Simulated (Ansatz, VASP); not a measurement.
# BAs in VASP and in Ansatz

```
B As
1.0
     2.95701    0.00000    0.00000
     0.00000    2.95701    0.00000
     0.00000    0.00000    2.95701
B As
1 1
Direct
  0.50000 0.50000 0.50000
  0.00000 0.00000 0.00000
```

Alike in both runs: task relaxation of cell and atoms; functional PBEsol-based global hybrid; k mesh 5 × 5 × 5; occupations fermi-dirac, width 0.05 eV; no spin polarisation.

|  | VASP | Ansatz |
| --- | --- | --- |
| version | VASP 6.6.1 | Ansatz 0.2.0 |
| potentials or method | VASP PAW PBE potentials, release 64 (B, As) | Ansatz PAW |
| plane-wave cutoff (eV) | 600 | 420 |
| valence electrons in the cell | 8 | 18 |

```tsv
	VASP	Ansatz	Ansatz less VASP
gap on the k mesh at the Fermi level, each at its own relaxed structure (eV)	none	none	-
relaxed volume (Å³/atom)	11.66	11.69	+0.034
relaxed cell length with the largest relative difference (Å)	2.857	2.859	+0.0028
```

VASP's potentials were made for PBE, not for PBEsol-based global hybrid. A gap of «none» marks a metal or a gap that the smearing closes. VASP's potentials hold 8 valence electrons a cell and Ansatz's 18, so a difference there can come from the potentials and not from the codes.

The k mesh is coarse, so the values compare programs but aren't converged. Noted on Ansatz's run: the plane-wave basis is chosen anew once the cell has moved, so the energies of steps on either side of that aren't comparable.
